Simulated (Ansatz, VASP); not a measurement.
# CO2: VASP beside Ansatz

File INCAR:

```
SYSTEM = CO2
PREC = Accurate
ENCUT = 520
EDIFF = 1E-7
ISMEAR = 0
SIGMA = 0.05
LREAL = .False.
LASPH = .True.
NELM = 100
ALGO = Normal
ISIF = 2
LWAVE = .False.
LCHARG = .False.
GGA = PE
NBANDS = 44
```

File KPOINTS:

```
regular mesh
0
Gamma
  4 4 4
  0 0 0
```

Contents of POSCAR:

```
CO2
1.0
    5.8659966990      0.0000000000      0.0000000000
    0.0000000000      5.8659966990      0.0000000000
    0.0000000000      0.0000000000      6.4602221646
C O
4 8
Direct
    0.0000000000      0.0000000000      0.0000000000
    0.5000000000      0.0000000000      0.5000000000
    0.5000000000      0.5000000000      0.0000000000
    0.0000000000      0.5000000000      0.5000000000
    0.1114834447      0.1114834447      0.1114834447
    0.3885165553      0.8885165553      0.6114834447
    0.6114834447      0.3885165553      0.8885165553
    0.8885165553      0.6114834447      0.3885165553
    0.8885165553      0.8885165553      0.8885165553
    0.6114834447      0.1114834447      0.3885165553
    0.3885165553      0.6114834447      0.1114834447
    0.1114834447      0.3885165553      0.6114834447
```

Input for Ansatz:

```yaml
crystal:
  lattice:
    - [5.865996699, 0.0, 0.0]
    - [0.0, 5.865996699, 0.0]
    - [0.0, 0.0, 6.4602221646]
  atoms:
    - { symbol: C, position: [0.0, 0.0, 0.0] }
    - { symbol: C, position: [0.5, 0.0, 0.5] }
    - { symbol: C, position: [0.5, 0.5, 0.0] }
    - { symbol: C, position: [0.0, 0.5, 0.5] }
    - { symbol: O, position: [0.1114834447, 0.1114834447, 0.1114834447] }
    - { symbol: O, position: [0.3885165553, 0.8885165553, 0.6114834447] }
    - { symbol: O, position: [0.6114834447, 0.3885165553, 0.8885165553] }
    - { symbol: O, position: [0.8885165553, 0.6114834447, 0.3885165553] }
    - { symbol: O, position: [0.8885165553, 0.8885165553, 0.8885165553] }
    - { symbol: O, position: [0.6114834447, 0.1114834447, 0.3885165553] }
    - { symbol: O, position: [0.3885165553, 0.6114834447, 0.1114834447] }
    - { symbol: O, position: [0.1114834447, 0.3885165553, 0.6114834447] }
basis:
  ecutwfc: 520.0
kpoints:
  mp_grid: { grid: [4, 4, 4] }
hamiltonian:
  xc: pbe
scf:
  occupations: { method: gaussian, width: 0.05 }
output:
  forces: true
  stress: true
  eigenvalues: true
```

Alike in both runs: task single point; functional PBE; k mesh 4 × 4 × 4; occupations gaussian, width 0.05 eV; no spin polarisation.

|  | VASP | Ansatz |
| --- | --- | --- |
| version | VASP 6.6.1 | Ansatz 0.2.0 |
| potentials or method | VASP PAW PBE potentials, release 64 (C, O), cutoff 520 eV | scalar-relativistic, plane waves, PAW |
| valence electrons in the cell | 64 | 64 |

|  | VASP | Ansatz | Ansatz less VASP |
| --- | --- | --- | --- |
| gap on the k mesh at the Fermi level (eV) | 6.54 | 6.56 | +0.015 |
| least direct gap on the mesh (eV) | 6.54 | 6.56 | +0.015 |
| pressure (GPa) | 0.7 | -0.5 | -1.19 |
| traceless stress, the component that is largest in VASP (GPa) | -0.11 | -0.29 | -0.177 |
| rms of the force components (eV/Å) | 0.177 | 0.119 | -0.0581 |

Atom by atom the forces differ by 0.295 eV/Å (rms over components). One of these differences is far larger than is usual between the two programs; its cause wasn't traced.

Noted on VASP's run: the standard files for N, O and F lose accuracy on very short bonds.
